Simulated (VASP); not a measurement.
TiNF:

```
Ti N F
1.0
     3.06200    0.00000    0.00000
     0.00000    3.96439    0.00000
     0.00000    0.00000    7.87083
Ti N F
2 2 2
Direct
  0.50000 0.00000 0.89591
  0.00000 0.50000 0.10409
  0.50000 0.50000 0.93932
  0.00000 0.00000 0.06068
  0.00000 0.00000 0.72462
  0.50000 0.50000 0.27538
```

* Program: VASP 6.6.1
* Task: relaxation of cell and atoms
* Functional: PBEsol
* Dispersion: D3(BJ)
* Potentials or basis: VASP PAW PBE potentials, release 64 (Ti_sv, N, F)
* Cutoff: 600 eV
* k mesh: 4 × 3 × 2
* Occupations: fermi-dirac, width 0.05 eV
* Spin: no spin polarisation

At the start: pressure -5.8 GPa; volume 15.92 Å³/atom.

How do energy, volume and symmetry change on relaxing?

Over 47 steps the energy falls by 71.0 meV/atom and the volume is 10.94 Å³/atom (-31.3 %); space group Pmmn (No. 59, to 0.05 Å).

Step by step:
| step | energy change (eV) | largest force (eV/Å) | pressure (GPa) | volume (Å³) |
| --- | --- | --- | --- | --- |
| 1 | 0.0000 | 0.3584 | -5.78 | 95.54 |
| 3 | -0.0750 | 0.2598 | -0.18 | 91.88 |
| 5 | -0.0827 | 0.0927 | -0.03 | 91.35 |
| 7 | -0.0860 | 0.1110 | -0.27 | 91.08 |
| 9 | -0.0917 | 0.1839 | -1.07 | 90.60 |
| 11 | -0.1000 | 0.1919 | -0.74 | 89.70 |
| 13 | -0.1223 | 0.3083 | 0.72 | 86.11 |
| 15 | -0.1229 | 0.6333 | 2.40 | 82.98 |
| 17 | -0.1282 | 0.6719 | 2.38 | 82.36 |
| 19 | -0.1485 | 0.8434 | 2.36 | 79.53 |
| 21 | -0.1182 | 1.4076 | 5.94 | 68.05 |
| 23 | -0.1369 | 1.2650 | 4.13 | 65.30 |
| 25 | -0.1588 | 1.2263 | 3.91 | 66.11 |
| 27 | -0.2772 | 0.5582 | -0.60 | 68.22 |
| 29 | -0.3107 | 0.6747 | -4.11 | 70.13 |
| 31 | -0.3767 | 0.3484 | 0.15 | 69.32 |
| 33 | -0.3849 | 0.2339 | 0.47 | 69.35 |
| 35 | -0.3965 | 0.1138 | -0.22 | 69.59 |
| 37 | -0.3996 | 0.1669 | 0.10 | 69.25 |
| 39 | -0.4090 | 0.1806 | -0.73 | 68.03 |
| 41 | -0.4173 | 0.1666 | 0.34 | 66.75 |
| 43 | -0.4230 | 0.1260 | 0.08 | 66.14 |
| 45 | -0.4251 | 0.0730 | -0.04 | 65.79 |
| 47 | -0.4258 | 0.0395 | -0.03 | 65.66 |

Final structure:
```
Ti N F
1.0
     3.03720    0.00000    0.00000
     0.00000    3.87731    0.00000
     0.00000    0.00000    5.57593
Ti N F
2 2 2
Direct
  0.50000 0.00000 0.85307
  0.00000 0.50000 0.14693
  0.50000 0.50000 0.91633
  0.00000 0.00000 0.08367
  0.00000 0.00000 0.61521
  0.50000 0.50000 0.38479
```

Caveat: the k points lie up to 0.56 Å⁻¹ apart in the final cell; the volume moved by over 15 % at a fixed basis, so the end points are rough; the PAW data sets were made with another functional, which shifts forces and pressure a little; the relaxation stopped at a loose force limit of 0.05 eV/Å, so its end isn't a converged minimum.
